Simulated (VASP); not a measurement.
Write the native input for VASP 6.6.1 that does the following.

- Task: single point
- Functional: PBE
- Potentials or basis: VASP PAW PBE potentials, release 64 (B, N)
- Cutoff: 520 eV
- k mesh: 12 × 12 × 6
- Occupations: gaussian, width 0.05 eV
- Spin: no spin polarisation
- Dipole correction: no
- Further INCAR settings: ALGO = Normal; EDIFF = 1e-06; NBANDS = 16

The structure of BN lies in POSCAR:

```
BN
1.0
    2.3496244336      0.0000000000      0.0000000000
   -1.1748122168      2.0348344488      0.0000000000
    0.0000000000      0.0000000000      3.8887066000
B N
2 2
Direct
    0.6666666667      0.3333333333      0.9997240000
    0.3333333333      0.6666666667      0.4997240000
    0.6666666667      0.3333333333      0.6252760000
    0.3333333333      0.6666666667      0.1252760000
```

This cell differs from its parent crystal: strain -0.080 along x and y, -0.080 along z.

One way to write it, as run:

INCAR

```
SYSTEM = BN
PREC = Accurate ; ENCUT = 520
EDIFF = 1E-6 ; ISMEAR = 0
SIGMA = 0.05 ; LREAL = .False.
LASPH = .True. ; NELM = 80
ALGO = Normal ; ISIF = 2
LWAVE = .False. ; LCHARG = .True.
GGA = PE ; LELF = .True.
LVHAR = .True. ; NBANDS = 16
```

KPOINTS

```
regular mesh
0
Gamma
  12 12 6
  0 0 0
```

Potentials or basis: VASP PAW PBE potentials, release 64 (B, N).

Launch:

```sh
$ cat potpaw_PBE.64/B/POTCAR potpaw_PBE.64/N/POTCAR > POTCAR
$ mpirun -np 1 vasp_std > vasp.out
```

It gave:

```yaml
Pressure: 147.5 GPa
Largest_force: 0.227 eV/Å
Band_gap_on_the_k_mesh: 4.64 eV, indirect (least direct gap 9.34 eV)
```

Caveat: the cell differs from its parent crystal (strain -0.080 along x and y, -0.080 along z).

Run time: 17 s on 1 thread of Intel Xeon 6975P-C, with other jobs on the host, peak memory 0.14 GiB.
